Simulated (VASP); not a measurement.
Here is a VASP 6.6.1 calculation.

POSCAR

```
Ca
1.0
    0.0000000000      2.7900004710      2.7900004710
    2.7900004710      0.0000000000      2.7900004710
    2.7900004710      2.7900004710      0.0000000000
Ca
1
Direct
    0.0000000000      0.0000000000      0.0000000000
```

INCAR.step1

```
PREC = Accurate
ENCUT = 520
ISMEAR = 0
SIGMA = 0.05
LREAL = False
LASPH = True
NELM = 80
NBANDS = 11
GGA = PE
ALGO = Normal
EDIFF = 1E-4
LWAVE = True
LCHARG = False
```

INCAR.step2

```
PREC = Accurate
ENCUT = 520
EDIFF = 1E-7
ISMEAR = 0
SIGMA = 0.05
LREAL = False
LASPH = True
NELM = 80
ALGO = Normal
ISIF = 2
LWAVE = False
LCHARG = False
METAGGA = R2SCAN
LMIXTAU = True
NBANDS = 11
ISTART = 1
```

The input KPOINTS:

```
Automatic mesh
0
Gamma
  10 10 10
```

Potentials or basis: VASP PAW PBE potentials, release 64 (Ca_sv).

The run is started by

```sh
$ cat potpaw_PBE.64/Ca_sv/POTCAR > POTCAR
$ cp INCAR.step1 INCAR
$ mpirun -np 1 vasp_std > vasp.out
$ cp INCAR.step2 INCAR
$ mpirun -np 1 vasp_std > vasp.out
```

What does it give for the band gap on the k mesh?

Zero (bands 5 and 6 overlap by 0.49 eV).

Estimate the pressure.

-0.1 GPa.

Caveat: the PAW data sets were made with another functional, which shifts forces and pressure a little.
